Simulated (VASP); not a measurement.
Set up this calculation in VASP 6.6.1, as the native input.

- Task: single point
- Functional: PBEsol
- Potentials or basis: VASP PAW PBE potentials, release 64 (Si, Ge_d)
- Cutoff: 520 eV
- k mesh: 12 × 12 × 6
- Occupations: gaussian, width 0.03 eV
- Spin: no spin polarisation
- Dipole correction: no
- Further INCAR settings: ALGO = Normal; EDIFF = 1e-06; NBANDS = 26

The structure of SiGe lies in POSCAR:

```
SiGe
1.0
    3.9686298291      0.0000000000      0.0000000000
   -1.9843149145      3.4369342502      0.0000000000
    0.0000000000      0.0000000000      6.5557570282
Si Ge
2 2
Direct
    0.6666666667      0.3333333333      0.8745463082
    0.3333333333      0.6666666667      0.3745463082
    0.6666666667      0.3333333333      0.5237332063
    0.3333333333      0.6666666667      0.0237332063
```

This cell differs from its parent crystal: atoms shifted along a free coordinate.

These files were run (other wordings do the same):

INCAR

```
PREC = Accurate ; ENCUT = 520
EDIFF = 1E-6 ; ISMEAR = 0
SIGMA = 0.03 ; LREAL = F
LASPH = T ; NELM = 100
ALGO = Normal ; ISIF = 2
LWAVE = F ; LCHARG = F
GGA = PS ; NBANDS = 26
```

KPOINTS

```
regular mesh
0
Gamma
  12 12 6
```

Potentials or basis: VASP PAW PBE potentials, release 64 (Si, Ge_d).

Run with:

```bash
$ cat potpaw_PBE.64/Si/POTCAR potpaw_PBE.64/Ge_d/POTCAR > POTCAR
$ mpirun -np 1 vasp_std > vasp.out
```

It gave:

| Property | Result |
| --- | --- |
| Pressure | -3.2 GPa |
| Largest force | 2.006 eV/Å |
| Band gap on the k mesh | zero (bands 18 and 19 overlap by 0.22 eV) |

Caveat: the cell differs from its parent crystal (atoms shifted along a free coordinate); the stress differs along the axes, from -6 to 2 GPa; semilocal functionals underestimate gaps, and a narrow one can read as zero; the PAW data sets were made with another functional, which shifts forces and pressure a little.

Run time: 2.2 min on 1 thread of Intel(R) Xeon(R) Platinum 8259CL CPU @ 2.50GHz (Skylake/Cascade Lake), on a shared host, peak memory 0.29 GiB.
